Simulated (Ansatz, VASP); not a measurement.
# AlN: VASP beside Ansatz

The input INCAR:

```
SYSTEM = AlN
  ALGO = Normal
  EDIFF = 1E-6
  ENCUT = 520
  GGA = CA
  ISIF = 2
  ISMEAR = -1
  LASPH = .TRUE.
  LCHARG = .TRUE.
  LELF = .TRUE.
  LREAL = .FALSE.
  LVHAR = .TRUE.
  LWAVE = .FALSE.
  NBANDS = 11
  NELM = 80
  PREC = Accurate
  SIGMA = 0.05
```

KPOINTS

```
k-points
0
G
  11 11 11
  0 0 0
```

Contents of POSCAR:

```
AlN
1.0
    0.0000000000      2.0345180000      2.0345180000
    2.0345180000      0.0000000000      2.0345180000
    2.0345180000      2.0345180000      0.0000000000
Al N
1 1
Direct
    0.5000000000      0.5000000000      0.5000000000
    0.0000000000      0.0000000000      0.0000000000
```

Contents of input.yaml:

```yaml
crystal:
  lattice:
    - [0.0, 2.034518, 2.034518]
    - [2.034518, 0.0, 2.034518]
    - [2.034518, 2.034518, 0.0]
  atoms:
    - { symbol: Al, position: [0.5, 0.5, 0.5] }
    - { symbol: "N", position: [0.0, 0.0, 0.0] }
kpoints:
  mp_grid: { grid: [11, 11, 11] }
scf:
  occupations: { method: fermi_dirac, width: 0.05 }
hamiltonian:
  xc: lda
  pseudopotentials: { kind: all_electron, lapw: { basis_error: 0.001 } }
output:
  forces: true
  stress: true
  eigenvalues: true
```

Alike in both runs: task single point; functional LDA; k mesh 11 × 11 × 11; occupations fermi-dirac, width 0.05 eV; no spin polarisation.

|  | VASP | Ansatz |
| --- | --- | --- |
| version | VASP 6.6.1 | Ansatz 0.2.0 |
| potentials or method | VASP PAW LDA potentials, release 64 (Al, N), cutoff 520 eV | all-electron LAPW, scalar-relativistic |

VASP gave:

- gap on the k mesh at the Fermi level (eV): 4.41
- least direct gap on the mesh (eV): 5.50
- pressure (GPa): -10.4

Task: What did Ansatz give for the same quantities?

Result: gap on the k mesh at the Fermi level (eV): 4.41; least direct gap on the mesh (eV): 5.49; pressure (GPa): -10.9.

LDA's correlation is that of Perdew and Zunger in VASP and of Perdew and Wang (1992) in Ansatz. Ansatz ran all-electron here, and VASP with PAW potentials.
